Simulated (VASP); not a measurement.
Set up this calculation in VASP 6.6.1, as the native input.

| Quantity | Value |
| --- | --- |
| Task | single point |
| Functional | r2SCAN |
| Potentials or basis | VASP PAW PBE potentials, release 64 (Hg, Te) |
| Cutoff | 520 eV |
| k mesh | 16 × 16 × 14 |
| Occupations | gaussian, width 0.1 eV |
| Spin | no spin polarisation |
| Dipole correction | no |
| Further INCAR settings | ALGO = Normal; EDIFF = 1e-06; NBANDS = 16 |

The system is HgTe.

```
Hg Te
1.0
     3.59535    0.00000    0.00000
     0.00000    3.59535    0.00000
     0.00000    0.00000    4.24397
Hg Te
1 1
Direct
  0.50000 0.50000 0.00000
  0.00000 0.00000 0.50000
```

These files were run (other wordings do the same):

POSCAR

```
HgTe
1.0
    3.5953542097      0.0000000000      0.0000000000
    0.0000000000      3.5953542097      0.0000000000
    0.0000000000      0.0000000000      4.2439716715
Hg Te
1 1
Direct
    0.5000000000      0.5000000000      0.0000000000
    0.0000000000      0.0000000000      0.5000000000
```

INCAR.step1

```
SYSTEM = HgTe
PREC = Accurate ; ENCUT = 520
ISMEAR = 0 ; SIGMA = 0.1
LREAL = .False. ; LASPH = .True.
NELM = 100 ; NBANDS = 16
GGA = PE ; ALGO = Normal
EDIFF = 1E-4 ; LWAVE = .True.
LCHARG = .False.
```

INCAR.step2

```
SYSTEM = HgTe
PREC = Accurate ; ENCUT = 520
EDIFF = 1E-6 ; ISMEAR = 0
SIGMA = 0.1 ; LREAL = .False.
LASPH = .True. ; NELM = 100
ALGO = Normal ; ISIF = 2
LWAVE = .False. ; LCHARG = .True.
METAGGA = R2SCAN ; LMIXTAU = .True.
LELF = .True. ; LVHAR = .True.
NBANDS = 16 ; ISTART = 1
```

KPOINTS

```
Automatic mesh
0
Gamma
  16 16 14
  0 0 0
```

Potentials or basis: VASP PAW PBE potentials, release 64 (Hg, Te).

Launch:

```sh
$ cat potpaw_PBE.64/Hg/POTCAR potpaw_PBE.64/Te/POTCAR > POTCAR
$ cp INCAR.step1 INCAR
$ mpirun -np 1 vasp_std > vasp.out
$ cp INCAR.step2 INCAR
$ mpirun -np 1 vasp_std > vasp.out
```

It gave:

* Pressure: 0.1 GPa
* Band gap on the k mesh: zero (band 9 reaches 5.95 eV, above the bottom of band 10 at 3.06 eV)

Caveat: the PAW data sets were made with another functional, which shifts forces and pressure a little; spin-orbit coupling is left out, which moves the levels of the heavy elements.

It took 21 min on 1 thread of AMD EPYC 7R13, with other jobs on the host, peak memory 0.41 GiB.
